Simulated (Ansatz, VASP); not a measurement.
**BN: VASP beside Ansatz**

```
B N
1.0
     0.01808    1.81654    1.81654
     1.81654    0.01808    1.81654
     1.81654    1.81654    0.01808
B N
1 1
Direct
  0.00000 0.00000 0.00000
  0.75000 0.75000 0.75000
```

Change from the starting cell: equal xy, yz and zx shear strains of +1 %, crystal datasets.

Alike in both runs: task electric field gradients; functional PBE; k mesh 13 × 13 × 13; occupations fermi-dirac, width 0.03 eV; no spin polarisation.

```csv
,VASP,Ansatz
version,VASP 6.6.1,Ansatz 0.2.0
potentials or method,"VASP PAW PBE potentials, release 64 (B, N), cutoff 520 eV","all-electron PAW with datasets made for the crystal, scalar-relativistic"
```

|  | VASP | Ansatz | Ansatz less VASP |
| --- | --- | --- | --- |
| gap on the k mesh at the Fermi level (eV) | 4.51 | 4.52 | +0.009 |
| pressure (GPa) | 3.4 | 3.2 | -0.26 |
| traceless stress, the component that is largest in VASP (GPa) | -4.51 | -4.48 | +0.028 |
| rms of the force components (eV/Å) | 0.013 | 0.011 | -0.0017 |
| size of Vzz on the site where it differs most (V/Å²) | 3.3 | 3.1 | -0.15 |

Atom by atom the forces differ by 0.002 eV/Å (rms over components). Ansatz ran all-electron here, and VASP with PAW potentials.
